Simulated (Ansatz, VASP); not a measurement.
## Mg2H3: VASP beside Ansatz

The input INCAR:

```
SYSTEM = Mg2H3
  PREC = Accurate
  ENCUT = 750
  EDIFF = 1E-7
  ISMEAR = 0
  SIGMA = 0.1
  LREAL = .False.
  LASPH = .True.
  NELM = 120
  ALGO = Normal
  ISIF = 3
  LWAVE = .False.
  LCHARG = .False.
  GGA = PE
  IBRION = 2
  NSW = 90
  EDIFFG = -0.04
  GGA_COMPAT = .False.
  NELMIN = 4
```

File KPOINTS:

```
Automatic mesh
0
Gamma
  4 6 6
  0 0 0
```

POSCAR

```
Mg2H3
1.0
    4.1115490200      0.0000000000      0.0000000000
    0.0000000000      3.4147997700      2.2105715800
    0.0000000000     -3.4147997700      2.2105715800
Mg H
2 3
Direct
    0.5000000000      0.0536961200      0.6838819300
    0.5000000000      0.6838819300      0.0536961200
    0.0000000000      0.6851083300      0.6851083300
    0.8205851500      0.1252257400      0.1252257400
    0.1794148500      0.1252257400      0.1252257400
```

Input for Ansatz:

```yaml
crystal:
  lattice:
    - [4.11154902, 0.0, 0.0]
    - [0.0, 3.41479977, 2.21057158]
    - [0.0, -3.41479977, 2.21057158]
  atoms:
    - { symbol: Mg, position: [0.5, 0.05369612, 0.68388193] }
    - { symbol: Mg, position: [0.5, 0.68388193, 0.05369612] }
    - { symbol: H, position: [0.0, 0.68510833, 0.68510833] }
    - { symbol: H, position: [0.82058515, 0.12522574, 0.12522574] }
    - { symbol: H, position: [0.17941485, 0.12522574, 0.12522574] }
basis:
  ecutwfc: 420
kpoints:
  mp_grid: { grid: [4, 6, 6] }
hamiltonian:
  xc: pbe
scf:
  occupations: { method: gaussian, width: 0.1 }
  lower_state_search: "off"
output:
  forces: true
  stress: true
  eigenvalues: true
relax:
  adjacent_minimum: "off"
  f_tol: 0.04
  max_steps: 70
  cell: { stress_tol: 0.4 }
```

Alike in both runs: task relaxation of cell and atoms; functional PBE; k mesh 4 × 6 × 6; occupations gaussian, width 0.1 eV; no spin polarisation.

|  | VASP | Ansatz |
| --- | --- | --- |
| version | VASP 6.6.1 | Ansatz 0.2.0 |
| potentials or method | VASP PAW PBE potentials, release 64 (Mg_sv, H), cutoff 750 eV | scalar-relativistic, plane waves, PAW |
| valence electrons in the cell | 23 | 23 |

```csv
,VASP,Ansatz,Ansatz less VASP
"gap on the k mesh at the Fermi level, each at its own relaxed structure (eV)",none,none,-
relaxed volume (Å³/atom),13.67,14.69,+1.024
relaxed length of the cell vector where the two differ most in proportion (Å),5.184,5.475,+0.2914
```

A gap of «none» marks a metal or a gap that the smearing closes. One of these differences is far larger than is usual between the two programs; its cause wasn't traced.

The k mesh is coarse, so the values compare programs but aren't converged.
